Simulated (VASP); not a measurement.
Here is a VASP 6.6.1 calculation.

The input INCAR:

```
ALGO = Normal
EDIFF = 1E-6
ENCUT = 520
GGA = CA
ISIF = 2
ISMEAR = 0
LASPH = T
LCHARG = F
LREAL = F
LWAVE = F
NBANDS = 64
NELM = 60
PREC = Accurate
SIGMA = 0.05
```

The input KPOINTS:

```
k-points
0
Gamma
  6 6 6
```

File POSCAR:

```
SnO2
1.0
    4.5686132768      0.0000000000      0.0000000000
    0.0000000000      5.3856764553      0.0000000000
    0.0000000000      0.0000000000      5.0545674143
Sn O
4 8
Direct
    0.5000000000      0.6673419135      0.7500000000
    0.0000000000      0.8326580865      0.2500000000
    0.5000000000      0.3326580865      0.2500000000
    0.0000000000      0.1673419135      0.7500000000
    0.7309254637      0.6050162923      0.0776916535
    0.2309254637      0.8949837077      0.9223083465
    0.7690745363      0.8949837077      0.5776916535
    0.2690745363      0.6050162923      0.4223083465
    0.7309254637      0.3949837077      0.5776916535
    0.2309254637      0.1050162923      0.4223083465
    0.7690745363      0.1050162923      0.0776916535
    0.2690745363      0.3949837077      0.9223083465
```

Potentials or basis: VASP PAW LDA potentials, release 64 (Sn_d, O).

Command:

```console
$ cat potpaw_LDA.64/Sn_d/POTCAR potpaw_LDA.64/O/POTCAR > POTCAR
$ mpirun -np 1 vasp_std > vasp.out
```

Task: What does it give for the pressure?

Result: 34.3 GPa.

Task: Estimate the band gap on the k mesh.

Result: 2.87 eV, direct.

Task: What does it give for the largest force?

Result: 0.484 eV/Å.

Forces in eV/Å, atoms in the order of the input:
```
Sn   0.000  0.484  0.000
Sn   0.000 -0.484  0.000
Sn   0.000 -0.484  0.000
Sn   0.000  0.484  0.000
O    0.321 -0.186 -0.173
O    0.321  0.186  0.173
O   -0.321  0.186 -0.173
O   -0.321 -0.186  0.173
O    0.321  0.186 -0.173
O    0.321 -0.186  0.173
O   -0.321 -0.186 -0.173
O   -0.321  0.186  0.173
```

Caveat: spin-orbit coupling is left out, which moves the levels of the heavy elements. A k mesh can miss the band edges.
